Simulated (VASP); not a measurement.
# BP (flat sheet) in VASP: a series of runs

The runs below take BP (flat sheet) through single point, with PBE.

Program: VASP 6.6.1. These are calculated values, not measurements. Logs are shortened: lines on timing, memory, paths and dates and some standing lists are left out, and cuts for length are marked.

**1. The cell of the first run**

The cell holds a wire with vacuum, 12 atoms: a = 13.500 Å, b = 14.000 Å, c = 3.205 Å, α = 90.00°, β = 90.00°, γ = 90.00°.

**2. Single point, PBE**

Input file INCAR:

```
ALGO = Normal
EDIFF = 1E-7
ENCUT = 520
GGA = PE
ISIF = 2
ISMEAR = 0
LASPH = T
LCHARG = F
LREAL = F
LWAVE = F
NBANDS = 36
NELM = 60
PREC = Accurate
SIGMA = 0.05
```

Input file KPOINTS:

```
k-points
0
Gamma
  1 1 14
```

Input file POSCAR:

```
BP
1.0
   13.5000000000      0.0000000000      0.0000000000
    0.0000000000     14.0000000000      0.0000000000
    0.0000000000      0.0000000000      3.2045431512
B P
6 6
Direct
    0.6758114162      0.5655331497      0.5000000000
    0.5290911232      0.6793603963      0.0000000000
    0.3533205638      0.6138850663      0.5000000000
    0.3241885838      0.4344668503      0.0000000000
    0.4709088768      0.3206396037      0.5000000000
    0.6466794362      0.3861149337      0.0000000000
    0.6608303829      0.6365862538      0.0000000000
    0.4577823154      0.7022845134      0.5000000000
    0.2969593949      0.5659046150      0.0000000000
    0.3391696171      0.3634137462      0.5000000000
    0.5422176846      0.2977154866      0.0000000000
    0.7030406051      0.4340953850      0.5000000000
```

Potentials or basis: VASP PAW PBE potentials, release 64 (B, P).

Launch:

```sh
$ cat potpaw_PBE.64/B/POTCAR potpaw_PBE.64/P/POTCAR > POTCAR
$ mpirun -np 1 vasp_std > vasp.out
```

OUTCAR:

```text
EDIFF = 1E-7
   ENCUT = 520
   GGA = PE
   ISIF = 2
   ISMEAR = 0
   LASPH = T
   LREAL = F
   NELM = 60
   PREC = Accurate

 ion  position               nearest neighbor table
   1  0.676  0.566  0.500-  12 1.88   7 1.90   7 1.90
   2  0.529  0.679  0.000-   7 1.88   8 1.90   8 1.90
   3  0.353  0.614  0.500-   8 1.88   9 1.90   9 1.90
   4  0.324  0.434  0.000-   9 1.88  10 1.90  10 1.90
   5  0.471  0.321  0.500-  10 1.88  11 1.90  11 1.90
   6  0.647  0.386  0.000-  11 1.88  12 1.90  12 1.90
   7  0.661  0.637  0.000-   2 1.88   1 1.90   1 1.90
   8  0.458  0.702  0.500-   3 1.88   2 1.90   2 1.90
   9  0.297  0.566  0.000-   4 1.88   3 1.90   3 1.90
  10  0.339  0.363  0.500-   5 1.88   4 1.90   4 1.90
  11  0.542  0.298  0.000-   6 1.88   5 1.90   5 1.90
  12  0.703  0.434  0.500-   1 1.88   6 1.90   6 1.90

  LATTYP: Found a simple orthorhombic cell.
 ALAT       =     3.2045431512
 B/A-ratio  =     4.2127689855
 C/A-ratio  =     4.3687974664

  Lattice vectors:

 A1 = (   0.0000000000,   0.0000000000,   3.2045431512)
 A2 = (  13.5000000000,   0.0000000000,   0.0000000000)
 A3 = (   0.0000000000,  14.0000000000,   0.0000000000)

Analysis of symmetry for initial positions (statically):
=====================================================================
 Subroutine PRICEL returns:
 Original cell was already a primitive cell.

 Routine SETGRP: Setting up the symmetry group for a
 simple orthorhombic supercell.

 Subroutine GETGRP returns: Found  4 space group operations
 (whereof  2 operations were pure point group operations)
 out of a pool of  8 trial point group operations.

The static configuration has the point symmetry C_1h.
 The point group associated with its full space group is C_2h.

Analysis of symmetry for dynamics (positions and initial velocities):
=====================================================================
 Subroutine PRICEL returns:
 Original cell was already a primitive cell.

 Routine SETGRP: Setting up the symmetry group for a
 simple orthorhombic supercell.

 Subroutine GETGRP returns: Found  4 space group operations
 (whereof  2 operations were pure point group operations)
 out of a pool of  8 trial point group operations.

The dynamic configuration has the point symmetry C_1h.
 The point group associated with its full space group is C_2h.

 Subroutine INISYM returns: Found  4 space group operations
 (whereof  2 operations are pure point group operations),
 and found     1 'primitive' translations

----------------------------------------------------------------------------------------

                                     Primitive cell

  volume of cell :     605.6587

  direct lattice vectors                    reciprocal lattice vectors
    13.500000000  0.000000000  0.000000000     0.074074074  0.000000000  0.000000000
     0.000000000 14.000000000  0.000000000     0.000000000  0.071428571  0.000000000
     0.000000000  0.000000000  3.204543151     0.000000000  0.000000000  0.312056962

  length of vectors
    13.500000000 14.000000000  3.204543151     0.074074074  0.071428571  0.312056962

  position of ions in fractional coordinates (direct lattice)
     0.675811416  0.565533150  0.500000000
     0.529091123  0.679360396  0.000000000
     0.353320564  0.613885066  0.500000000
     0.324188584  0.434466850  0.000000000
     0.470908877  0.320639604  0.500000000
     0.646679436  0.386114934  0.000000000
     0.660830383  0.636586254  0.000000000
     0.457782315  0.702284513  0.500000000
     0.296959395  0.565904615  0.000000000
     0.339169617  0.363413746  0.500000000
     0.542217685  0.297715487  0.000000000
     0.703040605  0.434095385  0.500000000

  ion indices of the primitive-cell ions
   primitive index   ion index
                 1           1
                 2           2
                 3           3
                 4           4
                 5           5
                 6           6
                 7           7
                 8           8
                 9           9
                10          10
                11          11
                12          12

----------------------------------------------------------------------------------------

 KPOINTS: k-points

Automatic generation of k-mesh.
 Grid dimensions read from file:
 generate k-points for:    1    1   14

 Generating k-lattice:

  Cartesian coordinates                     Fractional coordinates (reciprocal lattice)
     0.074074074  0.000000000  0.000000000     1.000000000  0.000000000  0.000000000
     0.000000000  0.071428571  0.000000000     0.000000000  1.000000000  0.000000000
     0.000000000  0.000000000  0.022289783     0.000000000  0.000000000  0.071428571

  Length of vectors
     0.074074074  0.071428571  0.022289783

  Shift w.r.t. Gamma in fractional coordinates (k-lattice)
     0.000000000  0.000000000  0.000000000

 Subroutine IBZKPT returns following result:
 ===========================================

 Found      8 irreducible k-points:

 Following reciprocal coordinates:
            Coordinates               Weight
  0.000000  0.000000  0.000000      1.000000
  0.000000  0.000000  0.071429      2.000000
  0.000000  0.000000  0.142857      2.000000
  0.000000  0.000000  0.214286      2.000000
  0.000000  0.000000  0.285714      2.000000
  0.000000  0.000000  0.357143      2.000000
  0.000000  0.000000  0.428571      2.000000
  0.000000  0.000000  0.500000      1.000000
   k-points           NKPTS =      8   k-points in BZ     NKDIM =      8   number of bands    NBANDS=     36
   number of dos      NEDOS =    301   number of ions     NIONS =     12
   total plane-waves  NPLWV = 259200
   dimension x,y,z NGX =   100 NGY =  108 NGZ =   24
   dimension x,y,z NGXF=   200 NGYF=  216 NGZF=   48
   ions per type =               6   6
   NGX,Y,Z   is equivalent  to a cutoff of  12.31, 12.82, 12.45 a.u.
   NGXF,Y,Z  is equivalent  to a cutoff of  24.63, 25.65, 24.90 a.u.
 SYSTEM =  unknown system
   PREC   = accura    normal or accurate (medium, high low for compatibility)
   ISTART =      0    job   : 0-new  1-cont  2-samecut
   ICHARG =      2    charge: 1-file 2-atom 10-const
   ISPIN  =      1    spin polarized calculation?
   LNONCOLLINEAR =      F non collinear calculations
   LSORBIT =      F    spin-orbit coupling
   LASPH  =      T    aspherical Exc in radial PAW
   ENCUT  =  520.0 eV  38.22 Ry    6.18 a.u.  25.10 26.03  5.96*2*pi/ulx,y,z
   NELM   =     60;   NELMIN=  2; NELMDL= -5     # of ELM steps
   EDIFF  = 0.1E-06   stopping-criterion for ELM
   LREAL  =      F    real-space projection
   EDIFFG = 0.1E-05   stopping-criterion for IOM
   NSW    =      0    number of steps for IOM
   IBRION =     -1    ionic relax: 0-MD 1-quasi-New 2-CG
   NFREE  =      0    steps in history (QN), initial steepest desc. (CG)
   ISIF   =      2    stress and relaxation
   ISYM   =      2    0-nonsym 1-usesym 2-fastsym
   POTIM  = 0.5000    time-step for ionic-motion
   TEBEG  =    0.0;   TEEND  =   0.0 temperature during run
   PSTRESS=    0.0 pullay stress
   NELECT =      48.0000    total number of electrons
   NUPDOWN=      -1.0000    fix difference up-down
   EMIN   =  10.00;   EMAX   =-10.00  energy-range for DOS
   EFERMI =   0.00;   METHOD = LEGACY
   ISMEAR =     0;   SIGMA  =   0.05  broadening in eV -4-tet -1-fermi 0-gaus
   EFERMI_NEDOS =   21; number of points for ismear=-14 and -15
   IALGO  =     38    algorithm
   IMIX   =      4    mixing-type and parameters
     AMIX     =   0.40;   BMIX     =  1.00
     AMIX_MAG =   1.60;   BMIX_MAG =  1.00
  volume/ion in A,a.u.               =      50.47       340.60
  Fermi-wavevector in a.u.,A,eV,Ry     =   0.703201  1.328857  6.727961  0.494491
  Thomas-Fermi vector in A             =   1.788107
   LORBIT       =      0    0 simple, 1 ext, 2 COOP (PROOUT), +10 PAW based schemes
   GGA     = PE    functional components
   LHFCALC =     F    Hartree Fock is set to
   AEXX    =    0.0000 exact exchange contribution
   IVDW    =     0    specifies the selected vdW correction
   LEPSILON=     F    determine dielectric tensor
   LRPA    =     F    only Hartree local field effects (RPA)
 non-spin polarized calculation
 Gauss-broadening in eV      SIGMA  =   0.05
  energy-cutoff  :      520.00
  volume of cell :      605.66
 maximum number of plane-waves:     16374
   NGX = 51   NGY = 53   NGZ = 11

 number of electron      47.9999997 magnetization

 Free energy of the ion-electron system (eV)
  ---------------------------------------------------
  ext. energy  EPLUGINS =         0.00000000
  ---------------------------------------------------
  free energy    TOTEN  =       -70.97851155 eV

  energy without entropy =      -70.97851155  energy(sigma->0) =      -70.97851155

 E-fermi :  -2.3036     XC(G=0):  -3.8344

 val. band max:       -2.5709538719   @ k =   0.0000   0.0000   0.2857
 cond. band min:      -1.0528150342   @ k =   0.0000   0.0000   0.5000
 fundamental gap:      1.5181388377
 Fermi energy:        -2.3035791810

 k-point     1 :       0.0000    0.0000    0.0000
  band No.  band energies     occupation
      1     -15.8013      2.00000
      2     -15.3079      2.00000
      3     -15.3076      2.00000
      4     -14.0606      2.00000
      5     -14.0602      2.00000
      6     -13.0280      2.00000
[... 28 lines left out ...]
     35       2.1148      0.00000
     36       2.1436      0.00000

 k-point     2 :       0.0000    0.0000    0.0714
  band No.  band energies     occupation
      1     -15.7422      2.00000
      2     -15.2498      2.00000
      3     -15.2496      2.00000
      4     -14.0062      2.00000
      5     -14.0057      2.00000
      6     -12.9783      2.00000
[... 226 lines left out ...]
 k-point     8 :       0.0000    0.0000    0.5000
  band No.  band energies     occupation
      1     -13.1721      2.00000
      2     -13.1721      2.00000
      3     -12.9517      2.00000
      4     -12.9517      2.00000
      5     -12.9511      2.00000
      6     -12.9511      2.00000
[... 28 lines left out ...]
     35       3.4710      0.00000
     36       3.4710      0.00000

------------------------ aborting loop because EDIFF is reached ----------------------------------------

  FORCE on cell =-STRESS in cart. coord.  units (eV):
  Direction    XX          YY          ZZ          XY          YZ          ZX
  --------------------------------------------------------------------------------------
  -------------------------------------------------------------------------------------
  Total       -0.1242122     -0.1070770     -0.1753451      0.0072098      0.0000000      0.0000000
  in kB       -0.3285844     -0.2832557     -0.4638487      0.0190725      0.0000000      0.0000000
  external PRESSURE =      -0.3585629 kB  Pullay stress =       0.0000000 kB

 VOLUME and BASIS-vectors are now :
 -----------------------------------------------------------------------------
  energy-cutoff  :      520.00
  volume of cell :      605.66
      direct lattice vectors                 reciprocal lattice vectors
    13.500000000  0.000000000  0.000000000     0.074074074  0.000000000  0.000000000
     0.000000000 14.000000000  0.000000000     0.000000000  0.071428571  0.000000000
     0.000000000  0.000000000  3.204543151     0.000000000  0.000000000  0.312056962

 POSITION                                       TOTAL-FORCE (eV/Angst)
 -----------------------------------------------------------------------------------
      9.12345      7.91746      1.60227        -0.006288     -0.003021      0.000000
      7.14273      9.51105      0.00000         0.000493     -0.006459      0.000000
      4.76983      8.59439      1.60227         0.004415     -0.003494      0.000000
      4.37655      6.08254      0.00000         0.006288      0.003021      0.000000
      6.35727      4.48895      1.60227        -0.000493      0.006459      0.000000
      8.73017      5.40561      0.00000        -0.004415      0.003494      0.000000
      8.92121      8.91221      0.00000        -0.001375      0.000541      0.000000
      6.18006      9.83198      1.60227         0.000505     -0.001205      0.000000
      4.00895      7.92266      0.00000         0.001198     -0.000852      0.000000
      4.57879      5.08779      1.60227         0.001375     -0.000541      0.000000
      7.31994      4.16802      0.00000        -0.000505      0.001205      0.000000
      9.49105      6.07734      1.60227        -0.001198      0.000852      0.000000
 -----------------------------------------------------------------------------------
    total drift:                                0.000000     -0.000000      0.000000

  FREE ENERGIE OF THE ION-ELECTRON SYSTEM (eV)
  ---------------------------------------------------
  free  energy   TOTEN  =       -70.9785115522 eV

  energy  without entropy=      -70.9785115522  energy(sigma->0) =      -70.97851155
```

It took 3.1 min on 1 thread of Intel Xeon Platinum 8488C (Sapphire Rapids), shared host; peak memory 0.6 GiB.

What came out:

| Property | Result |
| --- | --- |
| Free energy | -70.9785 eV |
| Largest force | 0.007 eV/Å |
| Band gap on the k mesh | 1.52 eV, indirect (least direct gap 2.00 eV) |

Forces on the atoms (eV/Å):
```
B   -0.006 -0.003  0.000
B    0.000 -0.006  0.000
B    0.004 -0.003  0.000
B    0.006  0.003  0.000
B    0.000  0.006  0.000
B   -0.004  0.003  0.000
P   -0.001  0.001  0.000
P    0.001 -0.001  0.000
P    0.001 -0.001  0.000
P    0.001 -0.001  0.000
P   -0.001  0.001  0.000
P   -0.001  0.001  0.000
```

**3. Single point, PBE**

This run uses another cell than the first one, of 50.62 Å³/atom, 1.003 times its volume.

Input file INCAR:

```
PREC = Accurate
ENCUT = 520
EDIFF = 1E-6
ISMEAR = 0
SIGMA = 0.05
LREAL = F
LASPH = T
NELM = 60
ALGO = Normal
ISIF = 2
LWAVE = F
LCHARG = T
GGA = PE
LELF = T
LVHAR = T
NBANDS = 36
```

Input file KPOINTS:

```
Automatic mesh
0
Gamma
  1 1 14
```

Input file POSCAR:

```
BP
1.0
   13.5000000000      0.0000000000      0.0000000000
    0.0000000000     14.0000000000      0.0000000000
    0.0000000000      0.0000000000      3.2139963377
B P
6 6
Direct
    0.6850118046      0.5649338331      0.5000000000
    0.5341887996      0.6869695206      0.0000000000
    0.3491769950      0.6220356876      0.5000000000
    0.3149881954      0.4350661669      0.0000000000
    0.4658112004      0.3130304794      0.5000000000
    0.6508230050      0.3779643124      0.0000000000
    0.6508230050      0.6220356876      0.0000000000
    0.4658112004      0.6869695206      0.5000000000
    0.3149881954      0.5649338331      0.0000000000
    0.3491769950      0.3779643124      0.5000000000
    0.5341887996      0.3130304794      0.0000000000
    0.6850118046      0.4350661669      0.5000000000
```

Potentials or basis: VASP PAW PBE potentials, release 64 (B, P).

Launch:

```sh
$ cat potpaw_PBE.64/B/POTCAR potpaw_PBE.64/P/POTCAR > POTCAR
$ mpirun -np 1 vasp_std > vasp.out
```

OUTCAR:

```text
PREC = Accurate
   ENCUT = 520
   EDIFF = 1E-6
   ISMEAR = 0
   LREAL = F
   LASPH = T
   NELM = 60
   ISIF = 2
   GGA = PE

 ion  position               nearest neighbor table
   1  0.685  0.565  0.500-  12 1.82   7 1.85   7 1.85
   2  0.534  0.687  0.000-   7 1.82   8 1.85   8 1.85
   3  0.349  0.622  0.500-   8 1.82   9 1.85   9 1.85
   4  0.315  0.435  0.000-   9 1.82  10 1.85  10 1.85
   5  0.466  0.313  0.500-  10 1.82  11 1.85  11 1.85
   6  0.651  0.378  0.000-  11 1.82  12 1.85  12 1.85
[... 524 lines left out ...]
  external PRESSURE =      14.8571163 kB  Pullay stress =       0.0000000 kB

 VOLUME and BASIS-vectors are now :
 -----------------------------------------------------------------------------
  energy-cutoff  :      520.00
  volume of cell :      607.45
      direct lattice vectors                 reciprocal lattice vectors
    13.500000000  0.000000000  0.000000000     0.074074074  0.000000000  0.000000000
     0.000000000 14.000000000  0.000000000     0.000000000  0.071428571  0.000000000
     0.000000000  0.000000000  3.213996338     0.000000000  0.000000000  0.311139122

 POSITION                                       TOTAL-FORCE (eV/Angst)
 -----------------------------------------------------------------------------------
      9.24766      7.90907      1.60700        -0.355253      0.161838      0.000000
      7.21155      9.61757      0.00000        -0.317260     -0.227919      0.000000
      4.71389      8.70850      1.60700         0.038634     -0.388710      0.000000
      4.25234      6.09093      0.00000         0.355253     -0.161838      0.000000
      6.28845      4.38243      1.60700         0.317260      0.227919      0.000000
      8.78611      5.29150      0.00000        -0.038634      0.388710      0.000000
      8.78611      8.70850      0.00000         1.091334      0.559205      0.000000
      6.28845      9.61757      1.60700         0.061396      1.223197      0.000000
      4.25234      7.90907      0.00000        -1.029880      0.666282      0.000000
      4.71389      5.29150      1.60700        -1.091334     -0.559205      0.000000
      7.21155      4.38243      0.00000        -0.061396     -1.223197      0.000000
      9.24766      6.09093      1.60700         1.029880     -0.666282      0.000000
 -----------------------------------------------------------------------------------
    total drift:                                0.000000     -0.000000     -0.000000

  FREE ENERGIE OF THE ION-ELECTRON SYSTEM (eV)
  ---------------------------------------------------
  free  energy   TOTEN  =       -69.8205906642 eV

  energy  without entropy=      -69.8205906642  energy(sigma->0) =      -69.82059066
```

stdout:

```text
POSCAR found type information on POSCAR B P
 POSCAR found :  2 types and      12 ions
 scaLAPACK will be used
 LDA part: xc-table for (Slater+PW92), standard interpolation
 POSCAR, INCAR and KPOINTS ok, starting setup
 FFT: planning ... GRIDC
 FFT: planning ... GRID_SOFT
 FFT: planning ... GRID
 WAVECAR not read
 entering main loop
```

Wall time 3.5 min (1 thread of Intel Xeon Platinum 8488C (Sapphire Rapids), shared host); peak memory 0.6 GiB.

Results:

```yaml
Free_energy: -69.8206 eV
Largest_force: 1.227 eV/Å
Band_gap_on_the_k_mesh: 0.73 eV, indirect (least direct gap 0.78 eV)
```

Forces on the atoms (eV/Å):
```
B   -0.355  0.162  0.000
B   -0.317 -0.228  0.000
B    0.039 -0.389  0.000
B    0.355 -0.162  0.000
B    0.317  0.228  0.000
B   -0.039  0.389  0.000
P    1.091  0.559  0.000
P    0.061  1.223  0.000
P   -1.030  0.666  0.000
P   -1.091 -0.559  0.000
P   -0.061 -1.223  0.000
P    1.030 -0.666  0.000
```

Levels at points of the mesh, in eV from the valence-band top:
| k point | band 22 | band 23 | band 24 | band 25 | band 26 | band 27 |
| --- | --- | --- | --- | --- | --- | --- |
| (0.00, 0.00, 0.00) | -2.01 | -1.92 | -0.45 | 0.84 | 2.00 | 2.01 |
| (0.00, 0.00, 0.50) | -1.59 | -1.59 | -1.59 | 0.80 | 0.80 | 0.80 |
